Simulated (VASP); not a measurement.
# Si: electric field gradients with PBE

Crystal: Si.

```
CELL_PARAMETERS angstrom
-0.08146 2.67474 2.67474
2.67474 -0.08146 2.67474
2.67474 2.67474 -0.08146
ATOMIC_POSITIONS crystal
Si 0.50000 0.50000 0.50000
Si 0.75000 0.75000 0.75000
```

This cell differs from its parent crystal: equal xy, yz and zx shear strains of -3 %.

```json
{
 "Program": "VASP 6.6.1",
 "Task": "electric field gradients",
 "Functional": "PBE",
 "Potentials or basis": "VASP PAW PBE potentials, release 64 (Si)",
 "Cutoff": "520 eV",
 "k mesh": "11 × 11 × 11",
 "Occupations": "fermi-dirac, width 0.08 eV",
 "Spin": "no spin polarisation",
 "Dipole correction": "no",
 "Further INCAR settings": "ALGO = Normal; EDIFF = 1e-08; NBANDS = 11"
}
```

| Quantity | Value |
| --- | --- |
| Pressure | 2.3 GPa |
| Largest force | 0.602 eV/Å |
| Band gap on the k mesh | 0.48 eV, indirect (least direct gap 2.29 eV) |

Forces in eV/Å, atoms in the order of the input:
```
Si  -0.348 -0.348 -0.348
Si   0.348  0.348  0.348
```

Stress tensor (GPa, compression positive):
```
2.26 3.37 3.37
3.37 2.26 3.37
3.37 3.37 2.26
```

Levels at points of the mesh, in eV from the valence-band top:
| k point | band 1 | band 2 | band 3 | band 4 | band 5 | band 6 | band 7 | band 8 | band 9 |
| --- | --- | --- | --- | --- | --- | --- | --- | --- | --- |
| (0.00, 0.00, 0.00) | -12.02 | -0.08 | -0.08 | 0.00 | 2.29 | 2.29 | 2.60 | 3.73 | 7.69 |

Electric field gradients, principal values (V/Å²):
```csv
atom,least,middle,greatest (by size)
1 Si,6.257,6.257,-12.514
2 Si,6.257,6.257,-12.514
```

Wall time 59 s on 1 thread of Intel Xeon 6975P-C (shared host), peak memory 0.18 GiB.

Caveat: the cell differs from its parent crystal (equal xy, yz and zx shear strains of -3 %); without QUAD_EFG the Cq values of the log hold for a quadrupole moment of 1 mb, not for the nuclei. A k mesh can miss the band edges.
